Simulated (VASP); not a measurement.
Here is a VASP 6.6.1 calculation.

INCAR

```
SYSTEM = Si
PREC     = Accurate       ! precision mode
ENCUT    = 520            ! plane-wave cutoff, eV
EDIFF    = 1E-7           ! SCF threshold, eV
ISMEAR   = 0              ! smearing method
SIGMA    = 0.02           ! smearing width, eV
LREAL    = Auto         
LASPH    = .TRUE.         ! aspherical terms in the spheres
NELM     = 60             ! most SCF steps
ALGO     = Normal         ! electronic algorithm
ISIF     = 2              ! what is computed and relaxed
LWAVE    = .FALSE.        ! write WAVECAR
LCHARG   = .TRUE.         ! write CHGCAR
GGA      = PE             ! functional
LELF     = .TRUE.         ! ELF
LVHAR    = .TRUE.       
NBANDS   = 48             ! bands
```

File KPOINTS:

```
regular mesh
0
G
  2 2 2
  0 0 0
```

Contents of POSCAR:

```
Si
1.0
    0.0000000000      5.4300000000      5.4300000000
    5.4300000000      0.0000000000      5.4300000000
    5.4300000000      5.4300000000      0.0000000000
Si
17
Direct
    0.0025640884      0.0013913444     -0.0065767956
    0.1280396869      0.1274569982      0.1219698895
    0.0020594843      0.0014552486      0.5020191529
    0.1254137201      0.1240008287      0.6247693370
   -0.0012442910      0.4996505525      0.0004523941
    0.1286006446      0.6210674954      0.1217052486
    0.0025733886      0.4926139042      0.5020348987
    0.1281577348      0.6212691529      0.6280435543
    0.5005224678     -0.0015186004      0.0003994475
    0.6224406077      0.1274343462      0.1220671271
    0.4940636280      0.0014949355      0.5021743094
    0.6220891344      0.1275915285      0.6280436464
    0.5010695212      0.4996393186      0.0005566298
    0.6251267035      0.6246850829      0.1250545120
    0.5006647330      0.4997546041      0.4987380295
    0.6222980663      0.6212518416      0.6281540516
    0.8754976059      0.8737395948      0.3749003683
```

Potentials or basis: VASP PAW PBE potentials, release 64 (Si).

Command:

```bash
$ cat potpaw_PBE.64/Si/POTCAR > POTCAR
$ mpirun -np 1 vasp_std > vasp.out
```

(1) Estimate the band gap on the k mesh.

(2) Estimate the pressure.

## Answers

(1) zero (band 34 reaches 6.93 eV, above the bottom of band 35 at 6.67 eV).

(2) 5.3 GPa.

Caveat: the k points lie up to 0.50 Å⁻¹ apart.
